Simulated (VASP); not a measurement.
Sc12C (a cell with a defect): single point with PBE

Sc12C (a cell with a defect):

```xyz
13
Lattice="6.6200 0.0000 0.0000 -4.9650 8.5996 0.0000 0.0000 0.0000 5.2761" Properties=species:S:1:pos:R:3 pbc="T T T"
Sc   -0.0031   -0.0278   -0.1653
Sc   -0.0003    2.0678    2.7591
Sc   -1.6939    2.8789    0.0762
Sc   -1.6840    4.7557    2.6069
Sc   -3.2759    5.6905   -0.0446
Sc   -3.2502    7.6131    2.5876
Sc    3.3122   -0.0815   -0.0729
Sc    3.3015    1.9460    2.7943
Sc    1.6810    2.8921    0.1108
Sc    1.6816    4.7453    2.6750
Sc   -0.0486    5.6453   -0.0553
Sc   -0.0521    7.6020    2.5792
C     0.0004    0.1185    1.9419
```

| Property | Result |
| --- | --- |
| Program | VASP 6.6.1 |
| Task | single point |
| Functional | PBE |
| Potentials or basis | VASP PAW PBE potentials, release 64 (Sc_sv, C) |
| Cutoff | 520 eV |
| k mesh | 3 × 2 × 3 |
| Occupations | gaussian, width 0.05 eV |
| Spin | no spin polarisation |
| Dipole correction | no |
| Further INCAR settings | ALGO = Normal; EDIFF = 1e-07; NBANDS = 80 |

```json
{
  "Pressure": "1.2 GPa",
  "Largest force": "0.054 eV/Å",
  "Band gap on the k mesh": "zero (bands 68 and 69 overlap by 0.31 eV)"
}
```

Forces in eV/Å, atoms in the order of the input:
```
Sc   0.005 -0.006 -0.054
Sc  -0.002  0.035  0.020
Sc   0.000  0.001 -0.004
Sc   0.002  0.001  0.001
Sc  -0.005  0.001  0.005
Sc   0.037 -0.015  0.007
Sc  -0.001 -0.003  0.004
Sc   0.005 -0.002  0.000
Sc  -0.003  0.002  0.001
Sc  -0.006 -0.009  0.005
Sc   0.003  0.000  0.005
Sc  -0.034 -0.010  0.008
C   -0.002  0.003  0.000
```

Stress tensor (GPa, compression positive):
```
 1.96  0.02 -0.06
 0.02  1.48  0.53
-0.06  0.53  0.23
```

Levels at points of the mesh, in eV from the Fermi level:
| k point | band 66 | band 67 | band 68 | band 69 | band 70 | band 71 |
| --- | --- | --- | --- | --- | --- | --- |
| (0.00, 0.00, 0.00) | -0.42 | -0.29 | -0.24 | -0.23 | -0.15 | 0.14 |
| (0.00, 0.50, 0.00) | -0.49 | -0.33 | -0.25 | -0.24 | 0.05 | 0.17 |

It took 8.3 min on 1 thread of AMD EPYC 7R43 64-Core Processor (Zen 3), with other jobs on the host, peak memory 0.42 GiB.

Caveat: the k points lie up to 0.40 Å⁻¹ apart.
